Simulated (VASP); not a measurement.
Input of a VASP 6.6.1 run:

The input INCAR:

```
PREC = Accurate
ENCUT = 600
EDIFF = 1E-6
ISMEAR = 0
SIGMA = 0.05
LREAL = False
LASPH = True
NELM = 120
ALGO = Normal
ISIF = 2
LWAVE = False
LCHARG = False
GGA = PE
IVDW = 12
NBANDS = 11
GGA_COMPAT = False
```

File KPOINTS:

```
regular mesh
0
Gamma
  12 12 12
```

Contents of POSCAR:

```
BN
1.0
    1.2530568997      0.7234527383      3.2948845324
   -1.2530568997      0.7234527383      3.2948845324
    0.0000000000     -1.4469054767      3.2948845324
B N
1 1
Direct
    0.7692192094      1.1147835809      1.1147835809
    0.3327354554      0.3327354554      0.3327354554
```

Potentials or basis: VASP PAW PBE potentials, release 64 (B, N).

The run is started by

```sh
$ cat potpaw_PBE.64/B/POTCAR potpaw_PBE.64/N/POTCAR > POTCAR
$ mpirun -np 1 vasp_std > vasp.out
```

Task: Predict the pressure.

Result: 178.5 GPa.

Task: Predict the largest force.

Result: 70.779 eV/Å.

Task: Predict the dispersion energy per atom.

Result: -0.143 eV.

Task: Predict the band gap on the k mesh.

Result: 3.69 eV, indirect (least direct gap 4.86 eV).

Stress tensor (GPa, compression positive):
```
402.76 233.16   0.97
233.16 133.52   0.56
  0.97   0.56  -0.82
```

Caveat: the cell differs from its parent crystal (all B atoms moved +0.500 Å, as atom 1 towards its neighbour atom 2 (N) at 1.447 Å); forces of over 1 eV/Å act on the atoms, so gaps and moduli don't describe the material at rest. A k mesh can miss the band edges.
